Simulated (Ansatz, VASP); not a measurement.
# Ca3Se in VASP and in Ansatz

INCAR

```
SYSTEM = Ca3Se
PREC = Accurate
ENCUT = 600
EDIFF = 1E-7
ISMEAR = 0
SIGMA = 0.1
LREAL = .FALSE.
LASPH = .TRUE.
NELM = 60
ALGO = Normal
ISIF = 3
LWAVE = .FALSE.
LCHARG = .FALSE.
GGA = PE
IBRION = 2
NSW = 100
EDIFFG = -0.01
```

KPOINTS

```
regular mesh
0
G
  10 10 10
  0 0 0
```

Contents of POSCAR:

```
Ca3Se
1.0
    5.0425587676      0.0000000000      0.0000000000
    0.0000000000      5.0425587676      0.0000000000
    0.0000000000      0.0000000000      5.0425587676
Ca Se
3 1
Direct
    0.0000000000      0.5000000000      0.5000000000
    0.5000000000      0.0000000000      0.5000000000
    0.5000000000      0.5000000000      0.0000000000
    0.0000000000      0.0000000000      0.0000000000
```

Input for Ansatz:

```yaml
crystal:
  lattice:
    - [5.0425587676, 0.0, 0.0]
    - [0.0, 5.0425587676, 0.0]
    - [0.0, 0.0, 5.0425587676]
  atoms:
    - { symbol: Ca, position: [0.0, 0.5, 0.5] }
    - { symbol: Ca, position: [0.5, 0.0, 0.5] }
    - { symbol: Ca, position: [0.5, 0.5, 0.0] }
    - { symbol: Se, position: [0.0, 0.0, 0.0] }
basis:
  ecutwfc: 420
kpoints:
  mp_grid: { grid: [10, 10, 10] }
hamiltonian:
  xc: pbe
scf:
  occupations: { method: gaussian, width: 0.1 }
output:
  forces: true
  stress: true
  eigenvalues: true
relax:
  adjacent_minimum: "off"
  f_tol: 0.01
  max_steps: 80
  cell: { stress_tol: 0.05 }
```

Alike in both runs: task relaxation of cell and atoms; functional PBE; k mesh 10 × 10 × 10; occupations gaussian, width 0.1 eV; no spin polarisation.

|  | VASP | Ansatz |
| --- | --- | --- |
| version | VASP 6.6.1 | Ansatz 0.2.0 |
| potentials or method | VASP PAW PBE potentials, release 64 (Ca_sv, Se), cutoff 600 eV | scalar-relativistic, plane waves, PAW |
| valence electrons in the cell | 36 | 46 |

VASP gave:

- gap on the k mesh at the Fermi level, each at its own relaxed structure (eV): none
- relaxed volume (Å³/atom): 32.11
- relaxed cell length with the largest relative difference (Å): 5.045

Q: Estimate Ansatz's values.

A: gap on the k mesh at the Fermi level, each at its own relaxed structure (eV): none; relaxed volume (Å³/atom): 32.05; relaxed cell length with the largest relative difference (Å): 5.043.

A gap of «none» marks a metal or a gap that the smearing closes. VASP's potentials hold 36 valence electrons a cell and Ansatz's 46, so a difference there can come from the potentials and not from the codes.
